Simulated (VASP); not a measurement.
# Tl (R-3m) in VASP: single point with PBE

Aim: the single point of Tl with PBE.

All numbers are computed with VASP 6.6.1; they aren't measurements. Logs are shortened: lines on timing, memory, paths and dates and some standing lists are left out, and cuts for length are marked.

### 1 The cell of the first run

It takes space group R-3m (No. 166, trigonal). Conventional cell: a = 3.548 Å, b = 3.548 Å, c = 26.104 Å, α = 90.00°, β = 90.00°, γ = 120.00°. Tl (site symmetry -3m) has 12 Tl at 3.42 to 3.55 Å within 4.5 Å. Within 4.5 Å of Tl (site symmetry 3m) lie 12 Tl at 3.42 to 3.82 Å.

### 2 Single point, PBE (strained)

The input, INCAR:

```
SYSTEM = Tl
PREC = Accurate
ENCUT = 520
EDIFF = 1E-6
ISMEAR = 0
SIGMA = 0.1
LREAL = .False.
LASPH = .True.
NELM = 100
ALGO = Normal
ISIF = 2
LWAVE = .False.
LCHARG = .False.
GGA = PE
NBANDS = 26
```

The input, KPOINTS:

```
regular mesh
0
Gamma
  15 15 15
  0 0 0
```

The input, POSCAR:

```
Tl
1.0
    1.7737851537      1.0240953360      8.7012208934
   -1.7737851537      1.0240953360      8.7012208934
    0.0000000000     -2.0481906720      8.7012208934
Tl
3
Direct
    0.0000000000      0.0000000000      0.0000000000
    0.2283719884      0.2283719884      0.2283719884
    0.7716280116      0.7716280116      0.7716280116
```

Potentials or basis: VASP PAW PBE potentials, release 64 (Tl_d).

The run is started by

```console
> cat potpaw_PBE.64/Tl_d/POTCAR > POTCAR
> mpirun -np 1 vasp_std > vasp.out
```

OUTCAR:

```text
SYSTEM = Tl
   PREC = Accurate
   ENCUT = 520
   EDIFF = 1E-6
   ISMEAR = 0
   LREAL = .False.
   LASPH = .True.
   NELM = 100
   ISIF = 2
   GGA = PE

 ion  position               nearest neighbor table
   1  0.000  0.000  0.000-   3 3.42   3 3.42   2 3.42   2 3.42   3 3.42   2 3.42
   2  0.228  0.228  0.228-   1 3.42   1 3.42   1 3.42   3 3.82   3 3.82   3 3.82
   3  0.772  0.772  0.772-   1 3.42   1 3.42   1 3.42   2 3.82   2 3.82   2 3.82

  LATTYP: Found a trigonal (rhomboedric) cell.
 ALAT       =     8.9390340678
 COS(alpha) =     0.9212499493

  Lattice vectors:

 A1 = (   1.7737851537,   1.0240953360,   8.7012208934)
 A2 = (  -1.7737851537,   1.0240953360,   8.7012208934)
 A3 = (   0.0000000000,  -2.0481906720,   8.7012208934)

Analysis of symmetry for initial positions (statically):
=====================================================================
 Subroutine PRICEL returns:
 Original cell was already a primitive cell.

 Routine SETGRP: Setting up the symmetry group for a
 trigonal (rhombohedral) supercell.

 Subroutine GETGRP returns: Found 12 space group operations
 (whereof 12 operations were pure point group operations)
 out of a pool of 12 trial point group operations.

The static configuration has the point symmetry D_3d.

Analysis of symmetry for dynamics (positions and initial velocities):
=====================================================================
 Subroutine PRICEL returns:
 Original cell was already a primitive cell.

 Routine SETGRP: Setting up the symmetry group for a
 trigonal (rhombohedral) supercell.

 Subroutine GETGRP returns: Found 12 space group operations
 (whereof 12 operations were pure point group operations)
 out of a pool of 12 trial point group operations.

The dynamic configuration has the point symmetry D_3d.

 Subroutine INISYM returns: Found 12 space group operations
 (whereof 12 operations are pure point group operations),
 and found     1 'primitive' translations

----------------------------------------------------------------------------------------

                                     Primitive cell

  volume of cell :      94.8359

  direct lattice vectors                    reciprocal lattice vectors
[... 85 lines left out ...]
   LSORBIT =      F    spin-orbit coupling
   LASPH  =      T    aspherical Exc in radial PAW
   ENCUT  =  520.0 eV  38.22 Ry    6.18 a.u.  16.62 16.62 16.62*2*pi/ulx,y,z
   NELM   =    100;   NELMIN=  2; NELMDL= -5     # of ELM steps
   EDIFF  = 0.1E-05   stopping-criterion for ELM
   LREAL  =      F    real-space projection
   EDIFFG = 0.1E-04   stopping-criterion for IOM
   NSW    =      0    number of steps for IOM
   IBRION =     -1    ionic relax: 0-MD 1-quasi-New 2-CG
   NFREE  =      0    steps in history (QN), initial steepest desc. (CG)
   ISIF   =      2    stress and relaxation
   ISYM   =      2    0-nonsym 1-usesym 2-fastsym
   POTIM  = 0.5000    time-step for ionic-motion
   TEBEG  =    0.0;   TEEND  =   0.0 temperature during run
   PSTRESS=    0.0 pullay stress
   NELECT =      39.0000    total number of electrons
   NUPDOWN=      -1.0000    fix difference up-down
   EMIN   =  10.00;   EMAX   =-10.00  energy-range for DOS
   EFERMI =   0.00;   METHOD = LEGACY
   ISMEAR =     0;   SIGMA  =   0.10  broadening in eV -4-tet -1-fermi 0-gaus
   EFERMI_NEDOS =   21; number of points for ismear=-14 and -15
   IALGO  =     38    algorithm
   IMIX   =      4    mixing-type and parameters
     AMIX     =   0.40;   BMIX     =  1.00
     AMIX_MAG =   1.60;   BMIX_MAG =  1.00
  volume/ion in A,a.u.               =      31.61       213.33
  Fermi-wavevector in a.u.,A,eV,Ry     =   1.217415  2.300581 20.165194  1.482100
  Thomas-Fermi vector in A             =   2.352736
   LORBIT       =      0    0 simple, 1 ext, 2 COOP (PROOUT), +10 PAW based schemes
   GGA     = PE    functional components
   LHFCALC =     F    Hartree Fock is set to
   AEXX    =    0.0000 exact exchange contribution
   IVDW    =     0    specifies the selected vdW correction
   LEPSILON=     F    determine dielectric tensor
   LRPA    =     F    only Hartree local field effects (RPA)
 non-spin polarized calculation
 Gauss-broadening in eV      SIGMA  =   0.10
  energy-cutoff  :      520.00
  volume of cell :       94.84
 maximum number of plane-waves:      2603
 NGX is ok and might be reduce to    70
   NGX = 33   NGY = 33   NGZ = 33

 number of electron      39.0000001 magnetization

 Free energy of the ion-electron system (eV)
  ---------------------------------------------------
  ext. energy  EPLUGINS =         0.00000000
  ---------------------------------------------------
  free energy    TOTEN  =        -6.56869587 eV

  energy without entropy =       -6.55967956  energy(sigma->0) =       -6.56418771

 E-fermi :   5.5996     XC(G=0):  -9.6868

 val. band max:        5.5948048881   @ k =  -0.4000   0.1333  -0.0000
 cond. band min:       5.6153301839   @ k =  -0.2000  -0.4667   0.0667
 fundamental gap:      0.0205252958
 Fermi energy:         5.5995609949

 k-point     1 :       0.0000    0.0000    0.0000
  band No.  band energies     occupation
      1      -6.0794      2.00000
      2      -5.9920      2.00000
      3      -5.9455      2.00000
      4      -5.9455      2.00000
      5      -5.9294      2.00000
      6      -5.9294      2.00000
[... 685 lines left out ...]
     25      13.0550      0.00000
     26      13.7411      0.00000

 [... further k-points ...]

------------------------ aborting loop because EDIFF is reached ----------------------------------------

  FORCE on cell =-STRESS in cart. coord.  units (eV):
  Direction    XX          YY          ZZ          XY          YZ          ZX
  --------------------------------------------------------------------------------------
  -------------------------------------------------------------------------------------
  Total       -0.0333049     -0.0333049      0.2029802      0.0000000      0.0000000      0.0000000
  in kB       -0.5626594     -0.5626594      3.4291888      0.0000000      0.0000000      0.0000000
  external PRESSURE =       0.7679567 kB  Pullay stress =       0.0000000 kB

 VOLUME and BASIS-vectors are now :
 -----------------------------------------------------------------------------
  energy-cutoff  :      520.00
  volume of cell :       94.84
      direct lattice vectors                 reciprocal lattice vectors
     1.773785154  1.024095336  8.701220893     0.281883067  0.162745265  0.038308800
    -1.773785154  1.024095336  8.701220893    -0.281883067  0.162745265  0.038308800
     0.000000000 -2.048190672  8.701220893     0.000000000 -0.325490530  0.038308800

 POSITION                                       TOTAL-FORCE (eV/Angst)
 -----------------------------------------------------------------------------------
      0.00000      0.00000      0.00000         0.000000      0.000000     -0.000000
      0.00000      0.00000      5.96135         0.000000      0.000000     -0.374582
      0.00000      0.00000     20.14232         0.000000     -0.000000      0.374582
 -----------------------------------------------------------------------------------
    total drift:                               -0.000000      0.000000     -0.000000

  FREE ENERGIE OF THE ION-ELECTRON SYSTEM (eV)
  ---------------------------------------------------
  free  energy   TOTEN  =        -6.5686958663 eV

  energy  without entropy=       -6.5596795617  energy(sigma->0) =       -6.56418771
```

OSZICAR:

```text
N       E                     dE             d eps       ncg     rms          rms(c)
DAV:   1     0.208166948354E+03    0.20817E+03   -0.20391E+04 18040   0.136E+03
DAV:   2    -0.200776999881E+01   -0.21017E+03   -0.20707E+03 19004   0.310E+02
DAV:   3    -0.660211201787E+01   -0.45943E+01   -0.45538E+01 20592   0.392E+01
DAV:   4    -0.663584979268E+01   -0.33738E-01   -0.33715E-01 19522   0.348E+00
DAV:   5    -0.663636203481E+01   -0.51224E-03   -0.51224E-03 19588   0.456E-01    0.296E+00
DAV:   6    -0.657778723323E+01    0.58575E-01   -0.12442E-01 19968   0.245E+00    0.210E+00
DAV:   7    -0.656935212702E+01    0.84351E-02   -0.55369E-02 18774   0.153E+00    0.770E-01
DAV:   8    -0.656867954752E+01    0.67258E-03   -0.44229E-03 18488   0.476E-01    0.570E-02
DAV:   9    -0.656868378586E+01   -0.42383E-05   -0.11760E-04 19290   0.865E-02    0.175E-02
DAV:  10    -0.656869563348E+01   -0.11848E-04   -0.17709E-05 18886   0.284E-02    0.556E-03
DAV:  11    -0.656869586633E+01   -0.23285E-06   -0.62292E-07 10392   0.951E-03
   1 F= -.65686959E+01 E0= -.65641877E+01  d E =-.901630E-02
```

Wall time 45 min (1 thread of Intel Xeon Platinum 8488C (Sapphire Rapids), shared host); peak memory 1.1 GiB.

Results:

* Free energy: -6.5687 eV
* Pressure: 0.1 GPa
* Largest force: 0.375 eV/Å

Forces in eV/Å, atoms in the order of the input:
```
Tl   0.000  0.000  0.000
Tl   0.000  0.000 -0.375
Tl   0.000  0.000  0.375
```

Stress tensor (GPa, compression positive):
```
-0.06  0.00  0.00
 0.00 -0.06  0.00
 0.00  0.00  0.34
```

Levels at points of the mesh, in eV from the Fermi level:
| k point | band 15 | band 16 | band 17 | band 18 | band 19 | band 20 | band 21 | band 22 | band 23 | band 24 |
| --- | --- | --- | --- | --- | --- | --- | --- | --- | --- | --- |
| (0.00, 0.00, 0.00) | -11.14 | -9.53 | -7.57 | -6.80 | 0.18 | 0.68 | 7.72 | 7.72 | 8.13 | 8.13 |

Caveat: the cell differs from its parent crystal (strained); spin-orbit coupling is left out, which moves the levels of the heavy elements.
